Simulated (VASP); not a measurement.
Here is a VASP 6.6.1 calculation.

File INCAR:

```
ALGO = Normal
EDIFF = 1E-7
ENCUT = 520
GGA = PS
ISIF = 2
ISMEAR = -1
LASPH = True
LCHARG = False
LREAL = Auto
LWAVE = False
NBANDS = 46
NELECT = 63.0
NELM = 60
PREC = Accurate
SIGMA = 0.05
```

File KPOINTS:

```
Automatic mesh
0
Gamma
  2 2 2
  0.5 0.5 0.5
```

Contents of POSCAR:

```
Mg8O7F
1.0
    8.4288080000      0.0000000000      0.0000000000
    0.0000000000      4.2144040000      0.0000000000
    0.0000000000      0.0000000000      4.2144040000
O F Mg
7 1 8
Direct
    0.2468460000      0.9968890000      0.0066530000
    0.7431730000      0.9868970000      0.9946140000
    0.0022690000      0.4967320000      0.9854380000
    0.9945540000      0.0020550000      0.4936910000
    0.5030430000      0.9759710000      0.5016150000
    0.2480190000      0.4992000000      0.4966550000
    0.7531740000      0.5042310000      0.5016850000
    0.5035730000      0.5103590000      0.9912640000
    0.9966750000      0.0013650000      0.0184320000
    0.4995570000      0.0173740000      0.0205560000
    0.2480700000      0.5009210000      0.0024170000
    0.7422940000      0.5120400000      0.0011130000
    0.2565180000      0.9953070000      0.5046040000
    0.7437810000      0.9969260000      0.5125560000
    0.9941170000      0.5037770000      0.5004010000
    0.4982240000      0.4910280000      0.5040190000
```

Potentials or basis: VASP PAW PBE potentials, release 64 (O, F, Mg).

Command:

```console
$ cat potpaw_PBE.64/O/POTCAR potpaw_PBE.64/F/POTCAR potpaw_PBE.64/Mg/POTCAR > POTCAR
$ mpirun -np 1 vasp_std > vasp.out
```

Task: Estimate the largest force.

Result: 2.272 eV/Å.

Forces on the atoms (eV/Å):
```
O    1.124  0.240 -0.155
O   -0.439  0.920  0.566
O   -0.415  0.161  0.670
O    0.195 -0.052  0.507
O   -0.485  1.096  0.183
O    1.023 -0.233  0.145
O   -1.351 -0.493 -0.167
F   -0.459 -0.434  0.355
Mg   0.025 -0.007 -0.907
Mg  -0.124 -0.894 -0.648
Mg  -1.610  0.006 -0.145
Mg   2.205 -0.549 -0.003
Mg  -1.030  0.040  0.097
Mg   0.791  0.119 -0.407
Mg   0.440 -0.182 -0.086
Mg   0.109  0.262 -0.004
```

Caveat: the k points lie up to 0.75 Å⁻¹ apart; the cell carries a net charge on a neutralising background, which shifts energy and pressure; the PAW data sets were made with another functional, which shifts forces and pressure a little; an odd number of electrons without spin polarisation forces a metal; a magnetic or distorted state may lie lower.
